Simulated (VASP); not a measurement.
Runs of VASP 6.6.1 on Mo. The structure is that of space group Im-3m (No. 229), or close to it. The cells are those of the table. 

```csv
task,level,potentials or basis,spin,cell,k mesh,cutoff (eV),smearing,tolerance level,purpose,dipole correction,gap on the mesh (eV),pressure (GPa)
single point,TPSS,"VASP PAW PBE potentials, release 64 (Mo_sv)",off,"a = 2.734 Å, angles 109.2, 109.2, 110.0°, 1 atom",19 × 19 × 19,640,methfessel-paxton 0.05 eV,standard,energy,-,none,(a)
single point,r2SCAN,"VASP PAW PBE potentials, release 64 (Mo_sv)",off,"a = 2.743 Å, angles 109.5°, 1 atom",10 × 10 × 10,550,fermi-dirac 0.1 eV,-,-,no,none,-3.2
relaxation of cell and atoms,r2SCAN,"VASP PAW PBE potentials, release 64 (Mo_sv)",off,"relaxed from a = 2.743 Å, angles 109.5°, 1 atom",12 × 12 × 12,600,fermi-dirac 0.05 eV,-,-,no,none,0.0
relaxation of cell and atoms,PBE,"VASP PAW PBE potentials, release 64 (Mo_sv)",off,"relaxed to 30 GPa from a = 2.743 Å, angles 109.5°, 1 atom",12 × 12 × 12,600,fermi-dirac 0.05 eV,-,-,no,none,30.0
single point,LDA,"VASP PAW LDA potentials, release 64 (Mo_sv)","non-collinear, zero start, SOC","a = 2.743 Å, angles 109.5°, 1 atom",9 × 9 × 9,520,fermi-dirac 0.05 eV,-,-,no,-,-13.2
single point,"b88 exchange, pbe correlation","VASP PAW PBE potentials, release 64 (Mo_sv)",off,"a = 2.743 Å, angles 109.5°, 1 atom",12 × 12 × 12,500,fermi-dirac 0.05 eV,-,-,no,none,-1.6
```

Problem. Fill in the values left out.

Solution. (a) -1.0.

Caveats: the PAW data sets were made with another functional, which shifts forces and pressure a little (at least some runs); the cell stands under tension (at least some runs); the cell is relaxed towards a set pressure, so the run minimises the enthalpy, not the energy (at least some runs).

A k mesh can miss the band edges, and rows without SOC leave out spin-orbit coupling on Mo.

A gap of «none» marks levels without a gap at the run's occupations.
